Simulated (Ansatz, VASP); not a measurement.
**Two plane-wave programs on Mo**

File POSCAR:

```
Mo
1.0
    2.7488179334      0.0000000000      0.0000000000
   -1.3744089667      2.3805461607      0.0000000000
    0.0000000000      0.0000000000      2.5339005368
Mo
1
Direct
    0.0000000000      0.0000000000      0.5000000000
```

INCAR.step1

```
SYSTEM = Mo
PREC     = Accurate       ! precision mode
ENCUT    = 520            ! plane-wave cutoff, eV
ISMEAR   = 0              ! smearing method
SIGMA    = 0.15           ! smearing width, eV
LREAL    = .FALSE.        ! projectors in reciprocal space
LASPH    = .TRUE.         ! aspherical terms in the spheres
NELM     = 80             ! most SCF steps
NBANDS   = 13             ! bands
GGA      = PE             ! functional
ALGO     = Normal         ! electronic algorithm
EDIFF    = 1E-4           ! SCF threshold, eV
LWAVE    = .TRUE.         ! write WAVECAR
LCHARG   = .FALSE.        ! write CHGCAR
```

INCAR.step2

```
SYSTEM = Mo
PREC     = Accurate       ! precision mode
ENCUT    = 520            ! plane-wave cutoff, eV
EDIFF    = 1E-7           ! SCF threshold, eV
ISMEAR   = 0              ! smearing method
SIGMA    = 0.15           ! smearing width, eV
LREAL    = .FALSE.        ! projectors in reciprocal space
LASPH    = .TRUE.         ! aspherical terms in the spheres
NELM     = 80             ! most SCF steps
ALGO     = Normal         ! electronic algorithm
ISIF     = 2              ! what is computed and relaxed
LWAVE    = .FALSE.        ! write WAVECAR
LCHARG   = .TRUE.         ! write CHGCAR
METAGGA  = R2SCAN         ! meta-GGA
LMIXTAU  = .TRUE.       
LELF     = .TRUE.         ! ELF
LVHAR    = .TRUE.       
NBANDS   = 13             ! bands
ISTART   = 1
```

Contents of KPOINTS:

```
regular mesh
0
G
  24 24 24
  0 0 0
```

Input for Ansatz:

```yaml
crystal:
  lattice:
    - [2.7488179333, 0.0, 0.0]
    - [-1.3744089666, 2.3805461606, 0.0]
    - [0.0, 0.0, 2.5339005437]
  atoms:
    - { symbol: Mo, position: [0.0, 0.0, 0.5] }
basis:
  ecutwfc: 500
kpoints:
  mp_grid: { grid: [24, 24, 24] }
hamiltonian:
  xc: r2scan
scf:
  occupations: { method: gaussian, width: 0.15 }
output:
  forces: true
  stress: true
  eigenvalues: true
```

Alike in both runs: task single point; functional r2SCAN; k mesh 24 × 24 × 24; occupations gaussian, width 0.15 eV; no spin polarisation.

```csv
,VASP,Ansatz
version,VASP 6.6.1,Ansatz 0.2.0
potentials or method,"VASP PAW PBE potentials, release 64 (Mo_sv), cutoff 520 eV","scalar-relativistic, plane waves, PAW"
valence electrons in the cell,14,14
```

|  | VASP | Ansatz | Ansatz less VASP |
| --- | --- | --- | --- |
| gap on the k mesh at the Fermi level (eV) | none | none | - |
| pressure (GPa) | 0.9 | -0.2 | -1.05 |
| traceless stress, the component that is largest in VASP (GPa) | -1.50 | -1.74 | -0.241 |

VASP's potentials were made for PBE, not for r2SCAN. A gap of «none» marks a metal or a gap that the smearing closes.
